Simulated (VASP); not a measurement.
# Ag (Fd-3m) in VASP: a series of runs, part 2 of 2

VASP 6.6.1. The steps go on from the part before.

### Step 4. Density of states, PBE (volume scaled by 0.7)

The input, POSCAR:

```
Ag
1.0
    0.0000000000      2.7604364306      2.7604364306
    2.7604364306      0.0000000000      2.7604364306
    2.7604364306      2.7604364306      0.0000000000
Ag
2
Direct
   -0.1250000000     -0.1250000000     -0.1250000000
    0.1250000000      0.1250000000      0.1250000000
```

The input, INCAR.step1:

```
PREC = Accurate
ENCUT = 520
EDIFF = 1E-6
ISMEAR = -1
SIGMA = 0.1
LREAL = False
LASPH = True
NELM = 100
ALGO = Normal
ISIF = 2
LWAVE = False
LCHARG = True
LMAXMIX = 4
GGA = PE
NBANDS = 18
```

The input, KPOINTS.step1:

```
regular mesh
0
Gamma
  12 12 12
```

The input, INCAR.step2:

```
PREC = Accurate
ENCUT = 520
EDIFF = 1E-6
ISMEAR = -5
SIGMA = 0.1
LREAL = False
LASPH = True
NELM = 100
ALGO = Normal
ISIF = 2
LWAVE = False
LCHARG = False
LMAXMIX = 4
GGA = PE
LORBIT = 11
NEDOS = 1001
ICHARG = 11
```

The input, KPOINTS.step2:

```
regular mesh
0
Gamma
  18 18 18
```

Potentials or basis: VASP PAW PBE potentials, release 64 (Ag).

Launch:

```console
> cat potpaw_PBE.64/Ag/POTCAR > POTCAR
> cp INCAR.step1 INCAR
> cp KPOINTS.step1 KPOINTS
> mpirun -np 1 vasp_std > vasp.out
> cp INCAR.step2 INCAR
> cp KPOINTS.step2 KPOINTS
> mpirun -np 1 vasp_std > vasp.out
```

OUTCAR:

```text
PREC = Accurate
   ENCUT = 520
   EDIFF = 1E-6
   ISMEAR = -5
   LREAL = False
   LASPH = True
   NELM = 100
   ISIF = 2
   GGA = PE
   LORBIT = 11
   ICHARG = 11

 ion  position               nearest neighbor table
   1  0.875  0.875  0.875-   2 2.39   2 2.39   2 2.39   2 2.39
   2  0.125  0.125  0.125-   1 2.39   1 2.39   1 2.39   1 2.39

  LATTYP: Found a face centered cubic cell.
 ALAT       =     5.5208728612

  Lattice vectors:

 A1 = (   0.0000000000,   2.7604364306,   2.7604364306)
 A2 = (   2.7604364306,   0.0000000000,   2.7604364306)
 A3 = (   2.7604364306,   2.7604364306,   0.0000000000)

Analysis of symmetry for initial positions (statically):
=====================================================================
 Subroutine PRICEL returns:
 Original cell was already a primitive cell.

 Routine SETGRP: Setting up the symmetry group for a
 face centered cubic supercell.

 Subroutine GETGRP returns: Found 48 space group operations
 (whereof 12 operations were pure point group operations)
 out of a pool of 48 trial point group operations.

The static configuration has the point symmetry D_3d.
 The point group associated with its full space group is O_h .

Analysis of symmetry for dynamics (positions and initial velocities):
=====================================================================
 Subroutine PRICEL returns:
 Original cell was already a primitive cell.

 Routine SETGRP: Setting up the symmetry group for a
 face centered cubic supercell.

 Subroutine GETGRP returns: Found 48 space group operations
 (whereof 12 operations were pure point group operations)
 out of a pool of 48 trial point group operations.

The dynamic configuration has the point symmetry D_3d.
 The point group associated with its full space group is O_h .

[... 126 lines left out ...]
   LHFCALC =     F    Hartree Fock is set to
   AEXX    =    0.0000 exact exchange contribution
   IVDW    =     0    specifies the selected vdW correction
   LEPSILON=     F    determine dielectric tensor
   LRPA    =     F    only Hartree local field effects (RPA)
 non-spin polarized calculation
 Fermi weights with tetrahedron method with Bloechl corrections
  energy-cutoff  :      520.00
  volume of cell :       42.07
 maximum number of plane-waves:      1158
 NGX is ok and might be reduce to    30

 number of electron      21.9999994 magnetization

 Free energy of the ion-electron system (eV)
  ---------------------------------------------------
  ext. energy  EPLUGINS =         0.00000000
  ---------------------------------------------------
  free energy    TOTEN  =        -2.76536856 eV

  energy without entropy =       -2.76536856  energy(sigma->0) =       -2.76536856

 E-fermi :   6.0146     XC(G=0): -10.6892

 val. band max:        6.0095377964   @ k =  -0.3889   0.3333   0.0000
 cond. band min:       5.8420394895   @ k =  -0.3889   0.2778   0.0556
 fundamental gap:     -0.1674983069
 Fermi energy:         6.0145634736

 k-point     1 :       0.0000    0.0000    0.0000
  band No.  band energies     occupation
      1      -0.4734      2.00000
      2       0.0342      2.00000
      3       0.0342      2.00000
      4       0.1544      2.00000
      5       0.1544      2.00000
      6       0.1544      2.00000
      7       2.2183      2.00000
      8       2.2183      2.00000
      9       2.2183      2.00000
     10       3.3525      2.00000
     11       3.3525      2.00000
     12      17.1188      0.00000
     13      17.1189      0.00000
     14      17.1211      0.00000
[... 401 lines left out ...]
      2      -0.0758      2.00000
      3       0.0435      2.00000
      4       0.4218      2.00000
      5       0.4692      2.00000
      6       0.5929      2.00000
      7       2.0809      2.00000
      8       2.0858      2.00000
      9       2.4066      2.00000
     10       3.2484      2.00000
     11       3.4307      2.00000
     12      10.7184      0.00000
     13      13.8715      0.00000
     14      15.4025      0.00000
     15      16.5839      0.00000

 [... further k-points ...]
[... 5 lines left out ...]
  --------------------------------------------------------------------------------------
  -------------------------------------------------------------------------------------
  Total        7.7281663      7.7281663      7.7281663      0.0000000     -0.0000000     -0.0000000
  in kB      294.3227231    294.3227231    294.3227231      0.0000000     -0.0000000     -0.0000000
  external PRESSURE =     294.3227231 kB  Pullay stress =       0.0000000 kB

 VOLUME and BASIS-vectors are now :
 -----------------------------------------------------------------------------
  energy-cutoff  :      520.00
  volume of cell :       42.07
      direct lattice vectors                 reciprocal lattice vectors
     0.000000000  2.760436431  2.760436431    -0.181130779  0.181130779  0.181130779
     2.760436431  0.000000000  2.760436431     0.181130779 -0.181130779  0.181130779
     2.760436431  2.760436431  0.000000000     0.181130779  0.181130779 -0.181130779

 POSITION                                       TOTAL-FORCE (eV/Angst)
 -----------------------------------------------------------------------------------
      4.83076      4.83076      4.83076         0.000000      0.000000      0.000000
      0.69011      0.69011      0.69011        -0.000000     -0.000000     -0.000000
 -----------------------------------------------------------------------------------
    total drift:                               -0.000000      0.000000      0.000000

  FREE ENERGIE OF THE ION-ELECTRON SYSTEM (eV)
  ---------------------------------------------------
  free  energy   TOTEN  =        -2.7653685611 eV

  energy  without entropy=       -2.7653685611  energy(sigma->0) =       -2.76536856

 total charge

# of ion       s       p       d       tot
------------------------------------------
    1        0.550   0.314   9.255  10.119
    2        0.550   0.314   9.255  10.119
--------------------------------------------------
tot          1.100   0.629  18.509  20.238
```

Run time: 2.7 min. Hardware: 1 thread of AMD EPYC 7R43 (Zen 3), shared host; peak memory 0.2 GiB.

What came out:

```
Valence electrons inside the program's atomic spheres : Ag 10.12
```

Caveat: the cell differs from its parent crystal (volume scaled by 0.7); tetrahedron occupations give inexact forces and stress in metals.

### Step 5. Density of states, PBE

This run uses another cell than the first one, of 30.05 Å³/atom, 2.500 times its volume.

The input, POSCAR:

```
Ag
1.0
    0.0000000000      3.1089356791      3.1089356791
    3.1089356791      0.0000000000      3.1089356791
    3.1089356791      3.1089356791      0.0000000000
Ag
2
Direct
   -0.1250000000     -0.1250000000     -0.1250000000
    0.1250000000      0.1250000000      0.1250000000
```

The input, INCAR.step1:

```
SYSTEM = Ag
PREC = Accurate ; ENCUT = 520
EDIFF = 1E-7 ; ISMEAR = -1
SIGMA = 0.1 ; LREAL = .FALSE.
LASPH = .TRUE. ; NELM = 60
ALGO = Normal ; ISIF = 2
LWAVE = .FALSE. ; LCHARG = .TRUE.
LMAXMIX = 4 ; GGA = PE
NBANDS = 18
```

The input, KPOINTS.step1:

```
regular mesh
0
G
  12 12 12
  0 0 0
```

The input, INCAR.step2:

```
SYSTEM = Ag
PREC = Accurate ; ENCUT = 520
EDIFF = 1E-7 ; ISMEAR = -5
SIGMA = 0.1 ; LREAL = .FALSE.
LASPH = .TRUE. ; NELM = 60
ALGO = Normal ; ISIF = 2
LWAVE = .FALSE. ; LCHARG = .FALSE.
LMAXMIX = 4 ; GGA = PE
LORBIT = 10 ; NEDOS = 2001
ICHARG = 11
```

The input, KPOINTS.step2:

```
regular mesh
0
G
  18 18 18
  0 0 0
```

Launch:

```console
> cat potpaw_PBE.64/Ag/POTCAR > POTCAR
> cp INCAR.step1 INCAR
> cp KPOINTS.step1 KPOINTS
> mpirun -np 1 vasp_std > vasp.out
> cp INCAR.step2 INCAR
> cp KPOINTS.step2 KPOINTS
> mpirun -np 1 vasp_std > vasp.out
```

Wall time 4.8 min (1 thread of AMD EPYC 7R43 (Zen 3), shared host); peak memory 0.27 GiB.

The run converged. Its results:

| Property | Result |
| --- | --- |
| Valence electrons inside the program's atomic spheres | Ag 9.82 |

Levels at points of the mesh, in eV from the Fermi level:
| k point | band 7 | band 8 | band 9 | band 10 | band 11 | band 12 | band 13 | band 14 | band 15 |
| --- | --- | --- | --- | --- | --- | --- | --- | --- | --- |
| (0.00, 0.00, 0.00) | -3.20 | -3.20 | -3.20 | -2.65 | -2.65 | 8.47 | 8.47 | 8.47 | 9.20 |
| (0.50, 0.00, 0.00) | -3.10 | -3.10 | -2.69 | -2.69 | -0.90 | -0.52 | 6.13 | 6.13 | 8.97 |
| (0.50, 0.50, 0.00) | -3.45 | -3.45 | -2.59 | -2.59 | 0.12 | 0.12 | 3.51 | 3.51 | 6.97 |

Caveat: tetrahedron occupations give inexact forces and stress in metals.
